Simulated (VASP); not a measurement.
The system is CaO (sol).

```
Ca O
1.0
     0.00000    2.45350    2.45350
     2.45350    0.00000    2.45350
     2.45350    2.45350    0.00000
Ca O
1 1
Direct
  0.00000 0.00000 0.00000
  0.50000 0.50000 0.50000
```

* Program: VASP 6.6.1
* Task: relaxation of cell and atoms
* Functional: PBEsol
* Potentials or basis: VASP PAW PBE potentials, release 64 (Ca_sv, O)
* Cutoff: 600 eV
* k mesh: 8 × 8 × 8
* Occupations: gaussian, width 0.1 eV
* Spin: no spin polarisation

At the start: pressure -7.9 GPa; volume 14.77 Å³/atom.

**Question.** How do energy, volume and symmetry change on relaxing?

**Answer.** Over 3 steps the energy falls by 31.0 meV/atom and the volume is 13.60 Å³/atom (-7.9 %); space group Fm-3m (No. 225, to 0.05 Å).

The path:
| step | energy change (eV) | largest force (eV/Å) | pressure (GPa) | volume (Å³) |
| --- | --- | --- | --- | --- |
| 1 | 0.0000 | 0.0000 | -7.91 | 29.54 |
| 2 | -0.0556 | 0.0000 | 3.09 | 26.53 |
| 3 | -0.0620 | 0.0000 | 0.01 | 27.21 |

Final structure:
```cif
data_structure
_symmetry_space_group_name_H-M 'P 1'
_symmetry_Int_Tables_number 1
_cell_length_a 3.3759
_cell_length_b 3.3759
_cell_length_c 3.3759
_cell_angle_alpha 60.000
_cell_angle_beta 60.000
_cell_angle_gamma 60.000
_cell_volume 27.21
loop_
_atom_site_label
_atom_site_type_symbol
_atom_site_fract_x
_atom_site_fract_y
_atom_site_fract_z
_atom_site_occupancy
Ca1 Ca 0.00000 0.00000 0.00000 1
O1 O 0.50000 0.50000 0.50000 1
```

Caveat: the PAW data sets were made with another functional, which shifts forces and pressure a little.
